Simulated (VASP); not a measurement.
A run of VASP 6.6.1:

INCAR

```
SYSTEM = CaO
PREC = Accurate
ENCUT = 520
EDIFF = 1E-7
ISMEAR = 0
SIGMA = 0.05
LREAL = .FALSE.
LASPH = .TRUE.
NELM = 60
ALGO = Normal
ISIF = 2
LWAVE = .FALSE.
LCHARG = .FALSE.
GGA = PE
NBANDS = 24
```

File KPOINTS:

```
Automatic mesh
0
G
  9 9 6
  0 0 0
```

Contents of POSCAR:

```
CaO
1.0
    3.7645937999      0.0000000000      0.0000000000
   -1.8822969000      3.7686645711      0.0000000000
    0.0000000000      0.0000000000      4.6793913223
Ca O
2 2
Direct
    0.3333333333      0.6666666667      0.7500000000
    0.6666666667      0.3333333333      0.2500000000
    0.3333333333      0.6666666667      0.2500000000
    0.6666666667      0.3333333333      0.7500000000
```

Potentials or basis: VASP PAW PBE potentials, release 64 (Ca_sv, O).

The run is started by

```bash
$ cat potpaw_PBE.64/Ca_sv/POTCAR potpaw_PBE.64/O/POTCAR > POTCAR
$ mpirun -np 1 vasp_std > vasp.out
```

Hardware: 1 thread of Intel(R) Xeon(R) 6975P-C (Granite Rapids), on a shared host.

Question: Estimate the wall time of this run.

Answer: It took 65 s on 1 thread of Intel(R) Xeon(R) 6975P-C (Granite Rapids) (shared host), peak memory 0.27 GiB. Counts: scf iterations 16, k points 100.
